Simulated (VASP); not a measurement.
Set up this calculation in VASP 6.6.1, as the native input.

- Task: single point
- Functional: PBE
- Dispersion: D3(BJ)
- Potentials or basis: VASP PAW PBE potentials, release 64 (Si, O)
- Cutoff: 520 eV
- k mesh: 12 × 12 × 12
- Occupations: gaussian, width 0.02 eV
- Spin: no spin polarisation
- Dipole correction: no
- Further INCAR settings: ALGO = Normal; EDIFF = 1e-06; NBANDS = 15

The structure of SiO2 lies in POSCAR:

```
SiO2
1.0
    1.3436707835      0.7757686886      4.5713777720
   -1.3436707835      0.7757686886      4.5713777720
    0.0000000000     -1.5515373772      4.5713777720
Si O
1 2
Direct
    0.5000000000      0.5000000000      0.5000000000
    0.7666236705      0.7666236705      0.7666236705
    0.2333763295      0.2333763295      0.2333763295
```

The input as run:

INCAR

```
ALGO = Normal ; EDIFF = 1E-6
ENCUT = 520 ; GGA = PE
ISIF = 2 ; ISMEAR = 0
IVDW = 12 ; LASPH = T
LCHARG = T ; LELF = T
LREAL = F ; LVHAR = T
LWAVE = F ; NBANDS = 15
NELM = 100 ; PREC = Accurate
SIGMA = 0.02
```

KPOINTS

```
k-points
0
Gamma
  12 12 12
```

Potentials or basis: VASP PAW PBE potentials, release 64 (Si, O).

Launch:

```bash
$ cat potpaw_PBE.64/Si/POTCAR potpaw_PBE.64/O/POTCAR > POTCAR
$ mpirun -np 1 vasp_std > vasp.out
```

Results of the run:

```json
{
 "Pressure": "0.5 GPa",
 "Largest force": "0.013 eV/Å",
 "Band gap on the k mesh": "6.14 eV (least direct gap 6.38 eV)",
 "Dispersion energy per atom": "-0.188 eV"
}
```

Wall time 2.5 min on 1 thread of Intel(R) Xeon(R) Platinum 8175M CPU @ 2.50GHz (Skylake/Cascade Lake), on a shared host, peak memory 0.24 GiB.
